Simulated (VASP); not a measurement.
The system is Al3W.

```
Al W
1.0
     0.00000    3.28555    3.28555
     3.28555    0.00000    3.28555
     3.28555    3.28555    0.00000
Al W
3 1
Direct
  0.50000 0.50000 0.50000
  0.25000 0.25000 0.25000
  0.75000 0.75000 0.75000
  0.00000 0.00000 0.00000
```

The cell was built from a structure type or drawn by symmetry, and may not be a known phase.

| Quantity | Value |
| --- | --- |
| Program | VASP 6.6.1 |
| Task | relaxation of cell and atoms |
| Functional | PBE |
| Potentials or basis | VASP PAW PBE potentials, release 64 (Al, W_sv) |
| Cutoff | 500 eV |
| k mesh | 4 × 4 × 4 |
| Occupations | gaussian, width 0.1 eV |
| Spin | no spin polarisation |

At the start: pressure -13.5 GPa; volume 17.73 Å³/atom.

Question: Where does the relaxation end?

Answer: Over 3 steps the energy falls by 108.1 meV/atom and the volume is 15.49 Å³/atom (-12.7 %); space group Fm-3m (No. 225, to 0.1 Å) before and after.

The path:
| step | energy change (eV) | largest force (eV/Å) | pressure (GPa) | volume (Å³) |
| --- | --- | --- | --- | --- |
| 1 | 0.0000 | 0.0000 | -13.48 | 70.93 |
| 2 | -0.2192 | 0.0000 | 14.14 | 56.69 |
| 3 | -0.4324 | 0.0000 | -0.09 | 61.95 |

Final structure:
```xyz
4
Lattice="0.0000 3.1406 3.1406 3.1406 0.0000 3.1406 3.1406 3.1406 0.0000" Properties=species:S:1:pos:R:3 pbc="T T T"
Al    3.1406    3.1406    3.1406
Al    1.5703    1.5703    1.5703
Al    4.7109    4.7109    4.7109
W     0.0000    0.0000    0.0000
```

Caveat: the k points lie up to 0.43 Å⁻¹ apart in the final cell, too coarse for converged energies and pressures of a metal.
